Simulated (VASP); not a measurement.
**Ba2IrBrO2: single point with PBE**

Crystal: Ba2IrBrO2.

```xyz
6
Lattice="4.2549 0.0000 0.0000 -2.1274 3.6848 0.0000 -2.1274 1.2283 9.7458" Properties=species:S:1:pos:R:3 pbc="T T T"
Ba    2.1274    1.2283    2.3634
Ba   -2.1274    3.6848    7.3824
Ir    0.0000    2.4566    4.8729
Br    0.0000    0.0000    0.0000
O     0.0000    2.4566    3.0894
O     0.0000    2.4566    6.6564
```

| Item | Value |
| --- | --- |
| Program | VASP 6.6.1 |
| Task | single point |
| Functional | PBE |
| Potentials or basis | VASP PAW PBE potentials, release 64 (Ba_sv, Ir, Br, O) |
| Cutoff | 520 eV |
| k mesh | 9 × 9 × 9 |
| Occupations | gaussian, width 0.0226 eV |
| Spin | no spin polarisation |
| Dipole correction | no |
| Further INCAR settings | ALGO = Normal; EDIFF = 1e-07; NBANDS = 33 |

| Item | Value |
| --- | --- |
| Pressure | 8.4 GPa |
| Largest force | 4.013 eV/Å |
| Band gap on the k mesh | zero (bands 24 and 25 overlap by 0.25 eV) |

Forces on the atoms (eV/Å):
```
Ba   0.000  0.000  0.536
Ba   0.000  0.000 -0.536
Ir   0.000  0.000  0.000
Br   0.000  0.000  0.000
O    0.000  0.000 -4.013
O    0.000  0.000  4.013
```

Stress tensor (GPa, compression positive):
```
 5.25  0.00  0.00
 0.00  5.25  0.00
 0.00  0.00 14.76
```

Levels at points of the mesh, in eV from the Fermi level:
```csv
k point,band 20,band 21,band 22,band 23,band 24,band 25,band 26,band 27,band 28,band 29
"(0.00, 0.00, 0.00)",-4.21,-3.26,-1.56,-1.56,-0.15,-0.15,1.70,1.78,2.81,3.47
```

It took 8.2 min on 1 thread of Intel(R) Xeon(R) Platinum 8259CL CPU @ 2.50GHz (Skylake/Cascade Lake), with other jobs on the host, peak memory 0.58 GiB.

Caveat: the cell stands under pressure; spin-orbit coupling is left out, which moves the levels of the heavy elements; forces of over 1 eV/Å act on the atoms, so gaps and moduli don't describe the material at rest.
